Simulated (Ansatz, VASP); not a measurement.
## Hf4O3: VASP beside Ansatz

```
CELL_PARAMETERS angstrom
-2.28627 2.28627 4.49927
2.28627 -2.28627 4.49927
2.28627 2.28627 -4.49927
ATOMIC_POSITIONS crystal
Hf 0.00000 0.50000 0.50000
Hf 0.73731 0.73731 0.00000
Hf 0.26269 0.26269 0.00000
Hf 0.50000 0.00000 0.50000
O 0.25000 0.75000 0.50000
O 0.75000 0.25000 0.50000
O 0.00000 0.00000 0.00000
```

Change from the starting cell: species swapped into the Nb4N3 type (I4/mmm, No. 139).

Alike in both runs: functional PBE; k mesh 5 × 5 × 5; occupations gaussian, width 0.2 eV; no spin polarisation.

Ansatz relaxed the structure, and its values are those at the end. VASP's run is a single point on that final structure, the one shown.

```csv
,VASP,Ansatz
version,VASP 6.6.1,Ansatz 0.2.0
potentials or method,"VASP PAW PBE potentials, release 64 (Hf_pv, O), cutoff 520 eV","scalar-relativistic, plane waves, PAW"
valence electrons in the cell,58,122
```

Ansatz gave:

- gap on the k mesh at the Fermi level (eV): none
- pressure (GPa): 0.0
- rms of the force components (eV/Å): 0.001

Q: What did VASP give for the same quantities?

A: gap on the k mesh at the Fermi level (eV): none; pressure (GPa): -2.3; rms of the force components (eV/Å): 0.019.

A gap of «none» marks a metal or a gap that the smearing closes. VASP's potentials hold 58 valence electrons a cell and Ansatz's 122, so a difference there can come from the potentials and not from the codes.

The k mesh is coarse, so the values compare programs but aren't converged. Neither program's run includes spin-orbit coupling.
